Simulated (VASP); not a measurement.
Input of a VASP 6.6.1 run:

File INCAR:

```
PREC = Accurate ; ENCUT = 520
EDIFF = 1E-7 ; ISMEAR = 0
SIGMA = 0.02 ; LREAL = False
LASPH = True ; ALGO = Normal
NELM = 100 ; ISIF = 2
LWAVE = False ; LCHARG = False
```

KPOINTS

```
k-points
0
Gamma
  8 8 6
```

POSCAR

```
ZrB2
1.0
    3.1700000000      0.0000000000      0.0000000000
   -1.5850000000      2.7453005300      0.0000000000
    0.0000000000      0.0000000000      3.5330000000
Zr B
1 2
Direct
   -0.0040590000     -0.0033320000     -0.0018860000
    0.6678160000      0.3311360000      0.4934690000
    0.3379710000      0.6739930000      0.5009860000
```

Potentials or basis: VASP PAW PBE potentials, release 64 (Zr_sv, B).

Run with:

```sh
$ cat potpaw_PBE.64/Zr_sv/POTCAR potpaw_PBE.64/B/POTCAR > POTCAR
$ mpirun -np 1 vasp_std > vasp.out
```

(1) What does it give for the largest force?

(2) Predict the pressure.

(3) Estimate the band gap on the k mesh.

Results:

(1) 0.414 eV/Å.

(2) 1.0 GPa.

(3) zero (bands 9 and 10 overlap by 0.54 eV).

Caveat: the cell differs from its parent crystal (atoms moved at random).
